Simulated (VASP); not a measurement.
Write the native input for VASP 6.6.1 that does the following.

```
Task                   : single point
Functional             : PBEsol
Potentials or basis    : VASP PAW PBE potentials, release 64 (Al, Ru_pv)
Cutoff                 : 520 eV
k mesh                 : 10 × 10 × 10
Occupations            : gaussian, width 0.01 eV
Spin                   : no spin polarisation
Dipole correction      : no
Further INCAR settings : ALGO = Normal; EDIFF = 1e-07; NBANDS = 29
```

The structure of Al2Ru lies in POSCAR:

```
Al2Ru
1.0
    0.0000000000      3.8472595882      4.2666061772
    2.2786343555      0.0000000000      4.2666061772
    2.2786343555      3.8472595882      0.0000000000
Al Ru
4 2
Direct
    0.0801710021      0.4198289979      0.0801710021
    0.4198289979      0.0801710021      0.4198289979
    0.1698289979      0.8301710021      0.1698289979
    0.8301710021      0.1698289979      0.8301710021
    0.7500000000      0.7500000000      0.7500000000
    0.5000000000      0.5000000000      0.5000000000
```

This cell differs from its parent crystal: volume scaled by 0.91, then relaxed in part.

One way to write it, as run:

INCAR

```
SYSTEM = Al2Ru
PREC = Accurate
ENCUT = 520
EDIFF = 1E-7
ISMEAR = 0
SIGMA = 0.01
LREAL = .False.
LASPH = .True.
NELM = 100
ALGO = Normal
ISIF = 2
LWAVE = .False.
LCHARG = .True.
GGA = PS
LELF = .True.
LVHAR = .True.
NBANDS = 29
```

KPOINTS

```
Automatic mesh
0
Gamma
  10 10 10
  0 0 0
```

Potentials or basis: VASP PAW PBE potentials, release 64 (Al, Ru_pv).

Launch:

```console
$ cat potpaw_PBE.64/Al/POTCAR potpaw_PBE.64/Ru_pv/POTCAR > POTCAR
$ mpirun -np 1 vasp_std > vasp.out
```

It gave:

* Pressure: 20.9 GPa
* Band gap on the k mesh: 0.12 eV, indirect (least direct gap 1.39 eV)

Caveat: the PAW data sets were made with another functional, which shifts forces and pressure a little.

Run time: 5.6 min on 1 thread of Intel(R) Xeon(R) Platinum 8259CL CPU @ 2.50GHz (Skylake/Cascade Lake), on a shared host, peak memory 0.45 GiB.
